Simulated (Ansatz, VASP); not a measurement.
Two plane-wave programs on Al2Cu

Contents of INCAR:

```
SYSTEM = Al2Cu
PREC = Accurate ; ENCUT = 600
EDIFF = 1E-6 ; ISMEAR = 0
SIGMA = 0.1 ; LREAL = .False.
LASPH = .True. ; NELM = 100
ALGO = Fast ; ISIF = 3
LWAVE = .False. ; LCHARG = .False.
GGA = PE ; IBRION = 2
NSW = 100 ; EDIFFG = -0.01
```

KPOINTS

```
Automatic mesh
0
Gamma
  8 8 8
  0 0 0
```

POSCAR

```
Al2Cu
1.0
    5.2325937396      0.0000000000      0.0000000000
    0.0000000000      5.2325937396      0.0000000000
    0.0000000000      0.0000000000      5.4164333235
Al Cu
4 2
Direct
    0.1778908141      0.6868416356      0.5000000000
    0.8221091859      0.3131583644      0.5000000000
    0.3131583644      0.1778908141      0.5000000000
    0.6868416356      0.8221091859      0.5000000000
    0.5000000000      0.5000000000      0.7887737082
    0.5000000000      0.5000000000      0.2112262918
```

Input for Ansatz:

```yaml
crystal:
  lattice:
    - [5.2325937396, 0.0, 0.0]
    - [0.0, 5.2325937396, 0.0]
    - [0.0, 0.0, 5.4164333235]
  atoms:
    - { symbol: Al, position: [0.1778908141, 0.6868416356, 0.5] }
    - { symbol: Al, position: [0.8221091859, 0.3131583644, 0.5] }
    - { symbol: Al, position: [0.3131583644, 0.1778908141, 0.5] }
    - { symbol: Al, position: [0.6868416356, 0.8221091859, 0.5] }
    - { symbol: Cu, position: [0.5, 0.5, 0.7887737082] }
    - { symbol: Cu, position: [0.5, 0.5, 0.2112262918] }
basis:
  ecutwfc: 420
kpoints:
  mp_grid: { grid: [8, 8, 8] }
hamiltonian:
  xc: pbe
scf:
  occupations: { method: gaussian, width: 0.1 }
output:
  forces: true
  stress: true
  eigenvalues: true
  write_density: true
  write_potential: true
  elf: true
  volumetric_format: npy
relax:
  adjacent_minimum: "off"
  f_tol: 0.01
  max_steps: 80
  cell: { stress_tol: 0.05 }
```

Alike in both runs: task relaxation of cell and atoms; functional PBE; k mesh 8 × 8 × 8; occupations gaussian, width 0.1 eV; no spin polarisation.

|  | VASP | Ansatz |
| --- | --- | --- |
| version | VASP 6.6.1 | Ansatz 0.2.0 |
| potentials or method | VASP PAW PBE potentials, release 64 (Al, Cu), cutoff 600 eV | scalar-relativistic, plane waves, PAW |
| valence electrons in the cell | 34 | 50 |

```tsv
	VASP	Ansatz	Ansatz less VASP
gap on the k mesh at the Fermi level, each at its own relaxed structure (eV)	none	none	-
relaxed volume (Å³/atom)	24.07	23.98	-0.083
relaxed length of the cell vector where the two differ most in proportion (Å)	4.815	4.797	-0.0179
```

A gap of «none» marks a metal or a gap that the smearing closes. VASP's potentials hold 34 valence electrons a cell and Ansatz's 50, so a difference there can come from the potentials and not from the codes.
